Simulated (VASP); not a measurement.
A run of VASP 6.6.1:

The input INCAR:

```
SYSTEM = C
ALGO = Normal ; EDIFF = 1E-6
ENCUT = 520 ; GGA = PE
ISIF = 2 ; ISMEAR = -1
LASPH = .True. ; LCHARG = .True.
LELF = .True. ; LREAL = .False.
LVHAR = .True. ; LWAVE = .False.
NBANDS = 8 ; NELM = 60
PREC = Accurate ; SIGMA = 0.06122561905347299
```

File KPOINTS:

```
k-points
0
Gamma
  31 31 31
  0 0 0
```

Contents of POSCAR:

```
C
1.0
    1.7765655697      0.0000000000      0.0000000000
    0.0000000000      1.7765655697      0.0000000000
    0.0000000000      0.0000000000      1.7765655697
C
1
Direct
    0.0000000000      0.0000000000      0.0000000000
```

Potentials or basis: VASP PAW PBE potentials, release 64 (C).

Command:

```bash
$ cat potpaw_PBE.64/C/POTCAR > POTCAR
$ mpirun -np 1 vasp_std > vasp.out
```

Hardware: 1 thread of Intel Xeon 8259CL, with other jobs on the host.

Q: How long does it take, and how much memory?

A: Run time: 24 s on 1 thread of Intel Xeon 8259CL, on a shared host, peak memory 0.13 GiB. Counts: scf iterations 10, k points 816.
